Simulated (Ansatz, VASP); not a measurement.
One calculation of FePt, two programs

File POSCAR:

```
FePt
1.0
    2.7769155219      0.0000000000      0.0000000000
    0.0000000000      2.7769155219      0.0000000000
    0.0000000000      0.0000000000      3.7929596994
Pt Fe
1 1
Direct
    0.5000000000      0.5000000000      0.5000000000
    0.0000000000      0.0000000000      0.0000000000
```

INCAR.step1

```
SYSTEM = FePt
PREC = Accurate ; ENCUT = 520
ISMEAR = -1 ; SIGMA = 0.05
LREAL = .FALSE. ; LASPH = .TRUE.
NELM = 150 ; ISPIN = 2
MAGMOM = 0 3 ; LMAXMIX = 4
NBANDS = 20 ; GGA = PE
ALGO = Normal ; EDIFF = 1E-4
LWAVE = .TRUE. ; LCHARG = .FALSE.
```

Contents of INCAR.step2:

```
SYSTEM = FePt
PREC = Accurate ; ENCUT = 520
EDIFF = 1E-7 ; ISMEAR = -1
SIGMA = 0.05 ; LREAL = .FALSE.
LASPH = .TRUE. ; NELM = 150
ALGO = Normal ; ISIF = 2
LWAVE = .FALSE. ; LCHARG = .FALSE.
ISPIN = 2 ; MAGMOM = 0 3
LORBIT = 11 ; LMAXMIX = 4
METAGGA = R2SCAN ; LMIXTAU = .TRUE.
NBANDS = 20 ; ISTART = 1
```

KPOINTS

```
regular mesh
0
G
  10 10 7
  0 0 0
```

The input input.yaml:

```yaml
crystal:
  lattice:
    - [2.7769155219, 0.0, 0.0]
    - [0.0, 2.7769155219, 0.0]
    - [0.0, 0.0, 3.7929596994]
  atoms:
    - { symbol: Pt, position: [0.5, 0.5, 0.5] }
    - { symbol: Fe, position: [0.0, 0.0, 0.0], spin: 3.0 }
hamiltonian:
  xc: r2scan
  pseudopotentials: { kind: paw }
magnetization:
  spin_polarized: true
kpoints:
  mp_grid: { grid: [10, 10, 7] }
scf:
  occupations: { method: fermi_dirac, width: 0.05 }
output:
  forces: true
  stress: true
  eigenvalues: true
  write_density: true
  write_potential: true
  elf: true
  volumetric_format: npy
```

Alike in both runs: task single point; functional r2SCAN; k mesh 10 × 10 × 7; occupations fermi-dirac, width 0.05 eV; collinear spin.

```csv
,VASP,Ansatz
version,VASP 6.6.1,Ansatz 0.2.0
potentials or method,"VASP PAW PBE potentials, release 64 (Pt, Fe)",Ansatz PAW
plane-wave cutoff (eV),520,500
valence electrons in the cell,18,34
```

Ansatz gave:

| Quantity | Value |
| --- | --- |
| gap on the k mesh at the Fermi level (eV) | none |
| pressure (GPa) | -9.6 |
| traceless stress, the component that is largest in VASP (GPa) | -0.60 |
| net moment per atom (μB) | 1.81 |
| size of the moment on the site where the two differ most (μB) | 0.41 |

Q: Which values does VASP return?

A: gap on the k mesh at the Fermi level (eV): none; pressure (GPa): -9.6; traceless stress, the component that is largest in VASP (GPa): -0.66; net moment per atom (μB): 1.81; size of the moment on the site where the two differ most (μB): 0.35.

VASP's potentials were made for PBE, not for r2SCAN. Site moments also hang on the region over which each program counts them. A gap of «none» marks a metal or a gap that the smearing closes. VASP's potentials hold 18 valence electrons a cell and Ansatz's 34, so a difference there can come from the potentials and not from the codes.

Spin-orbit coupling is off throughout. Noted on Ansatz's run: the magnetic or orbital state may not be the lowest.
